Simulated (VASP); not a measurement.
Runs of VASP 6.6.1 on BaTiO3. The structure is cubic, space group Pm-3m (No. 221). Conventional cell: a = 4.006 Å, b = 4.006 Å, c = 4.006 Å, α = 90.00°, β = 90.00°, γ = 90.00°. Within 3.7 Å of Ba (site symmetry m-3m) lie 12 O at 2.83 Å and 8 Ti at 3.47 Å. Within 2.7 Å of Ti (site symmetry m-3m) lie 6 O at 2.00 Å. Within 2.7 Å of O (site symmetry 4/mmm) lie 2 Ti at 2.00 Å. 

```csv
U,gap on the mesh (eV),pressure (GPa)
Ti d U = 1.0 eV,1.85,(b)
Ti d U = 7.0 eV,2.61,9.0
Ti d U = 3.0 eV,2.08,(c)
Ti d U = 5.0 eV,(a),7.4
```

Alike in all rows: task single point; level PBE+U; potentials or basis VASP PAW PBE potentials, release 64 (Ba_sv, Ti_sv, O); no spin polarisation; cell as given; k mesh 6 × 6 × 6; cutoff (eV) 520; smearing methfessel-paxton 0.05 eV.

**Question.** Fill in the values left out.

**Answer.** (a) 2.34; (b) 4.2; (c) 5.8.

Caveats: spin-orbit coupling is left out, which moves the levels of the heavy elements.

A k mesh can miss the band edges, and the runs leave out spin-orbit coupling on Ba.
